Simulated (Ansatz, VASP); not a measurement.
**One calculation of MgO, two programs**

```
Mg O
1.0
     3.28038    0.00000    0.00000
    -1.64019    2.84089    0.00000
     0.00000    0.00000   10.51471
Mg O
4 4
Direct
  0.33333 0.66667 0.96948
  0.00000 0.00000 0.22081
  0.00000 0.00000 0.72081
  0.66667 0.33333 0.46948
  0.33333 0.66667 0.78005
  0.00000 0.00000 0.57150
  0.00000 0.00000 0.02966
  0.66667 0.33333 0.28005
```

Alike in both runs: task single point; functional PBE; k mesh 9 × 9 × 2; occupations gaussian, width 0.05 eV; no spin polarisation.

```csv
,VASP,Ansatz
version,VASP 6.6.1,Ansatz 0.2.0
potentials or method,"VASP PAW PBE potentials, release 64 (Mg, O), cutoff 520 eV","scalar-relativistic, plane waves, PAW"
valence electrons in the cell,32,64
```

```tsv
	VASP	Ansatz	Ansatz less VASP
gap on the k mesh at the Fermi level (eV)	1.69	1.74	+0.050
least direct gap on the mesh (eV)	1.69	1.74	+0.050
pressure (GPa)	6.5	6.5	-0.01
traceless stress, the component that is largest in VASP (GPa)	15.61	14.81	-0.800
rms of the force components (eV/Å)	3.579	3.440	-0.1388
```

Atom by atom the forces differ by 0.141 eV/Å (rms over components). VASP's potentials hold 32 valence electrons a cell and Ansatz's 64, so a difference there can come from the potentials and not from the codes.
